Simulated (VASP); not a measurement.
# Mg2WO4 (F-43m) in VASP: further runs, part 2 of 2

VASP 6.6.1. Earlier steps stand in the parts before.

### 3 Relaxation of cell and atoms, PBE

This run uses another cell than the first one, of 18.24 Å³/atom, 0.990 times its volume.

INCAR reads:

```
  ALGO = Normal
  EDIFF = 1E-6
  EDIFFG = -0.01
  ENCUT = 600
  GGA = PE
  IBRION = 2
  ISIF = 3
  ISMEAR = 0
  LASPH = True
  LCHARG = False
  LREAL = False
  LWAVE = False
  NELM = 100
  NSW = 100
  PREC = Accurate
  SIGMA = 0.1
```

KPOINTS reads:

```
k-points
0
Gamma
  8 8 8
```

POSCAR reads:

```
Mg2WO4
1.0
    0.0000000000      3.9967859649      3.9967859649
    3.9967859649      0.0000000000      3.9967859649
    3.9967859649      3.9967859649      0.0000000000
Mg W O
2 1 4
Direct
    0.0000000000      0.0000000000      0.0000000000
    0.2500000000      0.2500000000      0.2500000000
    0.5000000000      0.5000000000      0.5000000000
    0.6291366224      0.1125901329      0.6291366224
    0.6291366224      0.6291366224      0.6291366224
    0.1125901329      0.6291366224      0.6291366224
    0.6291366224      0.6291366224      0.1125901329
```

Potentials or basis: VASP PAW PBE potentials, release 64 (Mg, W_sv, O).

Command:

```
$ cat potpaw_PBE.64/Mg/POTCAR potpaw_PBE.64/W_sv/POTCAR potpaw_PBE.64/O/POTCAR > POTCAR
$ mpirun -np 1 vasp_std > vasp.out
```

OUTCAR:

```text
EDIFF = 1E-6
   EDIFFG = -0.01
   ENCUT = 600
   GGA = PE
   IBRION = 2
   ISIF = 3
   ISMEAR = 0
   LASPH = True
   LREAL = False
   NELM = 100
   NSW = 100
   PREC = Accurate

 ion  position               nearest neighbor table
   1  0.000  0.000  0.000-   2 3.46   2 3.46   2 3.46   2 3.46
   2  0.250  0.250  0.250-   1 3.46   1 3.46   1 3.46   1 3.46   3 3.46   3 3.46   3 3.46   3 3.46

   3  0.500  0.500  0.500-   4 1.79   6 1.79   7 1.79   5 1.79   2 3.46   2 3.46   2 3.46   2 3.46

   4  0.629  0.113  0.629-   3 1.79
   5  0.629  0.629  0.629-   3 1.79
   6  0.113  0.629  0.629-   3 1.79
   7  0.629  0.629  0.113-   3 1.79

  LATTYP: Found a face centered cubic cell.
 ALAT       =     7.9935719298

  Lattice vectors:

 A1 = (   0.0000000000,   3.9967859649,   3.9967859649)
 A2 = (   3.9967859649,   0.0000000000,   3.9967859649)
 A3 = (   3.9967859649,   3.9967859649,   0.0000000000)

Analysis of symmetry for initial positions (statically):
=====================================================================
 Subroutine PRICEL returns:
 Original cell was already a primitive cell.

 Routine SETGRP: Setting up the symmetry group for a
 face centered cubic supercell.

 Subroutine GETGRP returns: Found 24 space group operations
 (whereof 24 operations were pure point group operations)
 out of a pool of 48 trial point group operations.

The static configuration has the point symmetry T_d .

Analysis of symmetry for dynamics (positions and initial velocities):
=====================================================================
 Subroutine PRICEL returns:
 Original cell was already a primitive cell.

 Routine SETGRP: Setting up the symmetry group for a
 face centered cubic supercell.

 Subroutine GETGRP returns: Found 24 space group operations
 (whereof 24 operations were pure point group operations)
 out of a pool of 48 trial point group operations.

The dynamic configuration has the point symmetry T_d .

 Subroutine INISYM returns: Found 24 space group operations
 (whereof 24 operations are pure point group operations),
 and found     1 'primitive' translations

----------------------------------------------------------------------------------------

                                     Primitive cell

  volume of cell :     127.6917

  direct lattice vectors                    reciprocal lattice vectors
     0.000000000  3.996785965  3.996785965    -0.125100519  0.125100519  0.125100519
     3.996785965  0.000000000  3.996785965     0.125100519 -0.125100519  0.125100519
     3.996785965  3.996785965  0.000000000     0.125100519  0.125100519 -0.125100519

  length of vectors
     5.652308917  5.652308917  5.652308917     0.216680456  0.216680456  0.216680456

  position of ions in fractional coordinates (direct lattice)
     0.000000000  0.000000000  0.000000000
     0.250000000  0.250000000  0.250000000
     0.500000000  0.500000000  0.500000000
     0.629136622  0.112590133  0.629136622
     0.629136622  0.629136622  0.629136622
     0.112590133  0.629136622  0.629136622
     0.629136622  0.629136622  0.112590133

  ion indices of the primitive-cell ions
   primitive index   ion index
                 1           1
[... 35 lines left out ...]
  0.000000  0.000000  0.000000      1.000000
  0.125000  0.000000  0.000000      8.000000
  0.250000  0.000000  0.000000      8.000000
  0.375000  0.000000  0.000000      8.000000
  0.500000  0.000000  0.000000      4.000000
  0.125000  0.125000  0.000000      6.000000
[... 16 lines left out ...]
  0.500000  0.250000  0.125000     48.000000
 -0.375000  0.250000  0.125000     24.000000
 [... further k-points ...]
   k-points           NKPTS =     29   k-points in BZ     NKDIM =     29   number of bands    NBANDS=     25
   number of dos      NEDOS =    301   number of ions     NIONS =      7
   total plane-waves  NPLWV = 110592
   dimension x,y,z NGX =    48 NGY =   48 NGZ =   48
   dimension x,y,z NGXF=    96 NGYF=   96 NGZF=   96
   ions per type =               2   1   4
   NGX,Y,Z   is equivalent  to a cutoff of  14.12, 14.12, 14.12 a.u.
   NGXF,Y,Z  is equivalent  to a cutoff of  28.24, 28.24, 28.24 a.u.
 SYSTEM =  unknown system
   PREC   = accura    normal or accurate (medium, high low for compatibility)
   ISTART =      0    job   : 0-new  1-cont  2-samecut
   ICHARG =      2    charge: 1-file 2-atom 10-const
   ISPIN  =      1    spin polarized calculation?
   LNONCOLLINEAR =      F non collinear calculations
   LSORBIT =      F    spin-orbit coupling
   LASPH  =      T    aspherical Exc in radial PAW
   ENCUT  =  600.0 eV  44.10 Ry    6.64 a.u.  11.29 11.29 11.29*2*pi/ulx,y,z
   NELM   =    100;   NELMIN=  2; NELMDL= -5     # of ELM steps
   EDIFF  = 0.1E-05   stopping-criterion for ELM
   LREAL  =      F    real-space projection
   EDIFFG = -.1E-01   stopping-criterion for IOM
   NSW    =    100    number of steps for IOM
   IBRION =      2    ionic relax: 0-MD 1-quasi-New 2-CG
   NFREE  =      1    steps in history (QN), initial steepest desc. (CG)
   ISIF   =      3    stress and relaxation
   ISYM   =      2    0-nonsym 1-usesym 2-fastsym
   POTIM  = 0.5000    time-step for ionic-motion
   TEBEG  =    0.0;   TEEND  =   0.0 temperature during run
   PSTRESS=    0.0 pullay stress
   NELECT =      42.0000    total number of electrons
   NUPDOWN=      -1.0000    fix difference up-down
   EMIN   =  10.00;   EMAX   =-10.00  energy-range for DOS
   EFERMI =   0.00;   METHOD = LEGACY
   ISMEAR =     0;   SIGMA  =   0.10  broadening in eV -4-tet -1-fermi 0-gaus
   EFERMI_NEDOS =   21; number of points for ismear=-14 and -15
   IALGO  =     38    algorithm
   IMIX   =      4    mixing-type and parameters
     AMIX     =   0.40;   BMIX     =  1.00
     AMIX_MAG =   1.60;   BMIX_MAG =  1.00
  volume/ion in A,a.u.               =      18.24       123.10
  Fermi-wavevector in a.u.,A,eV,Ry     =   1.130066  2.135515 17.375300  1.277049
  Thomas-Fermi vector in A             =   2.266761
   LORBIT       =      0    0 simple, 1 ext, 2 COOP (PROOUT), +10 PAW based schemes
   GGA     = PE    functional components
   LHFCALC =     F    Hartree Fock is set to
   AEXX    =    0.0000 exact exchange contribution
   IVDW    =     0    specifies the selected vdW correction
   LEPSILON=     F    determine dielectric tensor
   LRPA    =     F    only Hartree local field effects (RPA)
 conjugate gradient relaxation of ions
 non-spin polarized calculation
 Gauss-broadening in eV      SIGMA  =   0.10
  energy-cutoff  :      600.00
  volume of cell :      127.69
 maximum number of plane-waves:      4314
 NGX is ok and might be reduce to    48
   NGX = 23   NGY = 23   NGZ = 23

--------------------------------------- Ionic step        1  -------------------------------------------

 number of electron      42.0000001 magnetization

 Free energy of the ion-electron system (eV)
  ---------------------------------------------------
  ext. energy  EPLUGINS =         0.00000000
  ---------------------------------------------------
  free energy    TOTEN  =       -43.14103537 eV

  energy without entropy =      -43.12462040  energy(sigma->0) =      -43.13282788

------------------------ aborting loop because EDIFF is reached ----------------------------------------

  FORCE on cell =-STRESS in cart. coord.  units (eV):
  Direction    XX          YY          ZZ          XY          YZ          ZX
  --------------------------------------------------------------------------------------
  -------------------------------------------------------------------------------------
  Total        1.1308679      1.1308679      1.1308679      0.0000000     -0.0000000      0.0000000
  in kB       14.1892617     14.1892617     14.1892617      0.0000000     -0.0000000      0.0000000
  external PRESSURE =      14.1892617 kB  Pullay stress =       0.0000000 kB
[... 110 lines left out ...]
--------------------------------------- Ionic step        4  -------------------------------------------

 number of electron      42.0000004 magnetization

 Free energy of the ion-electron system (eV)
  ---------------------------------------------------
  ext. energy  EPLUGINS =         0.00000000
  ---------------------------------------------------
  free energy    TOTEN  =       -43.14899714 eV

  energy without entropy =      -43.13237224  energy(sigma->0) =      -43.14068469

 E-fermi :   1.8066     XC(G=0):  -8.7337

 val. band max:        1.7943732068   @ k =  -0.3750   0.3750   0.0000
 cond. band min:       1.8461990929   @ k =   0.5000   0.1250   0.0000
 fundamental gap:      0.0518258860
 Fermi energy:         1.8066003358

 k-point     1 :       0.0000    0.0000    0.0000
  band No.  band energies     occupation
      1     -72.6380      2.00000
      2     -37.1241      2.00000
      3     -37.1241      2.00000
      4     -37.1241      2.00000
      5     -16.2786      2.00000
      6     -15.3252      2.00000
[... 661 lines left out ...]
     24       4.6516      0.00000
     25       5.6451      0.00000

 [... further k-points ...]
[... 5 lines left out ...]
  --------------------------------------------------------------------------------------
  -------------------------------------------------------------------------------------
  Total        0.0553387      0.0553387      0.0553387      0.0000000     -0.0000000     -0.0000000
  in kB        0.6902603      0.6902603      0.6902603      0.0000000     -0.0000000     -0.0000000
  external PRESSURE =       0.6902603 kB  Pullay stress =       0.0000000 kB
[... 22 lines left out ...]
  FREE ENERGIE OF THE ION-ELECTRON SYSTEM (eV)
  ---------------------------------------------------
  free  energy   TOTEN  =       -43.1489971392 eV

  energy  without entropy=      -43.1323722404  energy(sigma->0) =      -43.14068469

 reached required accuracy - stopping structural energy minimisation
```

Run time: 5.1 min. Hardware: 1 thread of Intel Xeon Platinum 8259CL at 2.50GHz (Skylake/Cascade Lake), shared host; peak memory 0.4 GiB.

What came out:

```yaml
Free_energy: -43.1490 eV
Relaxed_volume: 18.35 Å³/atom
Relaxed_cell: a = 5.663 Å, b = 5.663 Å, c = 5.663 Å, α = 60.00°, β = 60.00°, γ = 60.00°
Space_group_after_relaxing_to_0.05_Å: F-43m (No. 216)
Energy_gained_by_relaxing: 1.1 meV/atom
Ionic_steps: 4
Pressure_after_relaxing: 0.1 GPa
Largest_force_after_relaxing: 0.009 eV/Å
Band_gap_on_the_k_mesh: zero (band 21 reaches 1.88 eV, above the bottom of band 22 at 1.73 eV)
```

Forces in eV/Å, atoms in the order of the input:
```
Mg   0.000  0.000  0.000
Mg   0.000  0.000  0.000
W    0.000  0.000  0.000
O    0.005 -0.005  0.005
O   -0.005 -0.005 -0.005
O   -0.005  0.005  0.005
O    0.005  0.005 -0.005
```

The path:
| step | energy change (eV) | largest force (eV/Å) | pressure (GPa) | volume (Å³) |
| --- | --- | --- | --- | --- |
| 1 | 0.0000 | 0.4298 | 1.42 | 127.69 |
| 2 | 0.0545 | 1.1778 | -3.53 | 130.70 |
| 3 | -0.0080 | 0.0171 | 0.04 | 128.46 |
| 4 | -0.0080 | 0.0086 | 0.07 | 128.45 |

Final structure:
```
Mg W O
1.0
     0.00000    4.00466    4.00466
     4.00466    0.00000    4.00466
     4.00466    4.00466    0.00000
Mg W O
2 1 4
Direct
  0.00000 0.00000 0.00000
  0.25000 0.25000 0.25000
  0.50000 0.50000 0.50000
  0.62952 0.11143 0.62952
  0.62952 0.62952 0.62952
  0.11143 0.62952 0.62952
  0.62952 0.62952 0.11143
```

Levels at points of the mesh, in eV from the Fermi level:
```csv
k point,band 17,band 18,band 19,band 20,band 21,band 22,band 23,band 24,band 25
"(0.00, 0.00, 0.00)",-2.91,-2.77,-1.52,-1.52,-1.52,2.40,2.40,2.40,2.85
"(0.50, 0.00, 0.00)",-2.38,-2.14,-2.14,-1.52,-0.43,-0.08,2.89,2.89,3.02
"(0.50, 0.50, 0.00)",-2.07,-2.07,-1.96,-1.96,-0.24,0.12,2.86,2.86,3.57
```

Caveat: spin-orbit coupling is left out, which moves the levels of the heavy elements.

### 4 Single point, PBE, collinear spin, zero start

This run uses another cell than the first one, of 12.81 Å³/atom, 0.695 times its volume.

INCAR reads:

```
ALGO     = Normal         # electronic algorithm
EDIFF    = 1E-6           # SCF threshold, eV
ENCUT    = 520            # plane-wave cutoff, eV
GGA      = PE             # functional
ISIF     = 2              # what is computed and relaxed
ISMEAR   = 0              # smearing method
ISPIN    = 2              # spin polarisation
LASPH    = T              # aspherical terms in the spheres
LCHARG   = T              # write CHGCAR
LELF     = T              # ELF
LMAXMIX  = 4              # l up to which the mixer works
LORBIT   = 11             # projections on sites
LREAL    = F              # projectors in reciprocal space
LVHAR    = T            
LWAVE    = F              # write WAVECAR
MAGMOM   = 0 0 0 0 0 0 0  # initial moments
NBANDS   = 34             # bands
NELM     = 150            # most SCF steps
PREC     = Accurate       # precision mode
SIGMA    = 0.1            # smearing width, eV
```

KPOINTS reads:

```
k-points
0
Gamma
  4 4 4
```

POSCAR reads:

```
Mg2WO4
1.0
    0.0000000000      3.5525981000      3.5525981000
    3.5525981000      0.0000000000      3.5525981000
    3.5525981000      3.5525981000      0.0000000000
Mg W O
2 1 4
Direct
    0.0000000000      0.0000000000      0.0000000000
    0.7500000000      0.7500000000      0.7500000000
    0.5000000000      0.5000000000      0.5000000000
    0.3384424900      0.3384424900      0.3384424900
    0.3384424900      0.3384424900      0.9846725400
    0.3384424900      0.9846725400      0.3384424900
    0.9846725400      0.3384424900      0.3384424900
```

Command:

```
$ cat potpaw_PBE.64/Mg/POTCAR potpaw_PBE.64/W_sv/POTCAR potpaw_PBE.64/O/POTCAR > POTCAR
$ mpirun -np 1 vasp_std > vasp.out
```

Run time: 74 s. Hardware: 1 thread of Intel Xeon Platinum 8259CL at 2.50GHz (Skylake/Cascade Lake), shared host; peak memory 0.3 GiB.

It converged, with:

```
Free energy                                           : -33.6901 eV
Pressure                                              : 17.3 GPa
Largest force                                         : 12.649 eV/Å
Band gap on the k mesh                                : zero (filled and empty bands overlap)
Net moment                                            : 0.00 μB per cell
Valence electrons inside the program's atomic spheres : Mg 0.26, 0.38; W 11.92; O 4.89
```

Forces in eV/Å, atoms in the order of the input:
```
Mg   0.000  0.000  0.000
Mg   0.000  0.000  0.000
W    0.000  0.000  0.000
O    7.303  7.303  7.303
O   -7.303 -7.303  7.303
O   -7.303  7.303 -7.303
O    7.303 -7.303 -7.303
```

Levels at points of the mesh, in eV from the Fermi level:
Spin up:
| k point | band 19 | band 20 | band 21 | band 22 | band 23 | band 24 |
| --- | --- | --- | --- | --- | --- | --- |
| (0.00, 0.00, 0.00) | -0.79 | -0.79 | -0.79 | 0.90 | 0.90 | 2.05 |
| (0.50, 0.00, 0.00) | -2.03 | -0.77 | -0.65 | -0.06 | 1.83 | 1.83 |
| (0.50, 0.50, 0.00) | -1.33 | -1.33 | -0.91 | 0.88 | 1.22 | 1.89 |
Spin down:
| k point | band 18 | band 19 | band 20 | band 21 | band 22 | band 23 | band 24 | band 25 |
| --- | --- | --- | --- | --- | --- | --- | --- | --- |
| (0.00, 0.00, 0.00) | -2.90 | -0.79 | -0.79 | -0.79 | 0.90 | 0.90 | 2.05 | 2.05 |
| (0.50, 0.00, 0.00) | -2.03 | -2.03 | -0.77 | -0.65 | -0.06 | 1.83 | 1.83 | 2.41 |
| (0.50, 0.50, 0.00) | -2.14 | -1.33 | -1.33 | -0.91 | 0.88 | 1.22 | 1.89 | 1.89 |

Caveat: the k points lie up to 0.38 Å⁻¹ apart; spin-orbit coupling is left out, which moves the levels of the heavy elements; forces of over 1 eV/Å act on the atoms, so gaps and moduli don't describe the material at rest.

### 5 Single point, PBE

This run uses another cell than the first one, of 12.81 Å³/atom, 0.695 times its volume.

INCAR reads:

```
ALGO = Normal
EDIFF = 1E-7
ENCUT = 520
GGA = PE
ISIF = 2
ISMEAR = 0
LASPH = T
LCHARG = F
LREAL = F
LWAVE = F
NBANDS = 30
NELM = 100
PREC = Accurate
SIGMA = 0.1
```

KPOINTS is that of step 4.

POSCAR is that of step 4.

Command:

```
$ cat potpaw_PBE.64/Mg/POTCAR potpaw_PBE.64/W_sv/POTCAR potpaw_PBE.64/O/POTCAR > POTCAR
$ mpirun -np 1 vasp_std > vasp.out
```

Run time: 36 s. Hardware: 1 thread of AMD EPYC 7R13 (Zen 3), shared host; peak memory 0.21 GiB.

Results (log left out):

| Property | Result |
| --- | --- |
| Free energy | -33.6901 eV |
| Pressure | 17.3 GPa |
| Largest force | 12.649 eV/Å |
| Band gap on the k mesh | zero (band 21 reaches 5.35 eV, above the bottom of band 22 at 5.33 eV) |

Forces on the atoms (eV/Å):
```
Mg   0.000  0.000  0.000
Mg   0.000  0.000  0.000
W    0.000  0.000  0.000
O    7.303  7.303  7.303
O   -7.303 -7.303  7.303
O   -7.303  7.303 -7.303
O    7.303 -7.303 -7.303
```

Levels at points of the mesh, in eV from the Fermi level:
| k point | band 17 | band 18 | band 19 | band 20 | band 21 | band 22 | band 23 | band 24 | band 25 | band 26 |
| --- | --- | --- | --- | --- | --- | --- | --- | --- | --- | --- |
| (0.00, 0.00, 0.00) | -2.90 | -2.90 | -0.79 | -0.79 | -0.79 | 0.90 | 0.90 | 2.05 | 2.05 | 2.05 |
| (0.50, 0.00, 0.00) | -2.79 | -2.03 | -2.03 | -0.77 | -0.65 | -0.06 | 1.83 | 1.83 | 2.41 | 2.48 |
| (0.50, 0.50, 0.00) | -2.14 | -2.14 | -1.33 | -1.33 | -0.91 | 0.88 | 1.22 | 1.89 | 1.89 | 2.68 |

Caveat: the k points lie up to 0.38 Å⁻¹ apart; spin-orbit coupling is left out, which moves the levels of the heavy elements; forces of over 1 eV/Å act on the atoms, so gaps and moduli don't describe the material at rest.

### 6 The runs side by side

```tsv
task	spin	cell	k mesh	cutoff (eV)	gap on the mesh (eV)	pressure (GPa)	largest force (eV/Å)
single point	off	a = 5.672 Å, angles 60.0°, 7 atoms	8 × 8 × 8	520	none	1.2	0.43
relaxation of cell and atoms	off	relaxed from a = 5.652 Å, angles 60.0°, 7 atoms	8 × 8 × 8	600	none	0.1	0.01
single point	collinear, zero start	a = 5.024 Å, angles 60.0°, 7 atoms	4 × 4 × 4	520	none	17.3	12.65
single point	off	a = 5.024 Å, angles 60.0°, 7 atoms	4 × 4 × 4	520	none	17.3	12.65
```

Alike in all rows: level PBE; potentials or basis VASP PAW PBE potentials, release 64 (Mg, W_sv, O); smearing gaussian 0.1 eV.

Caveats: some runs use coarse meshes; spin-orbit coupling is left out, which moves the levels of the heavy elements; forces of over 1 eV/Å act on the atoms, so gaps and moduli don't describe the material at rest (some runs).

Total energies depend on the potentials used, so only differences within one code and one set of settings carry meaning.
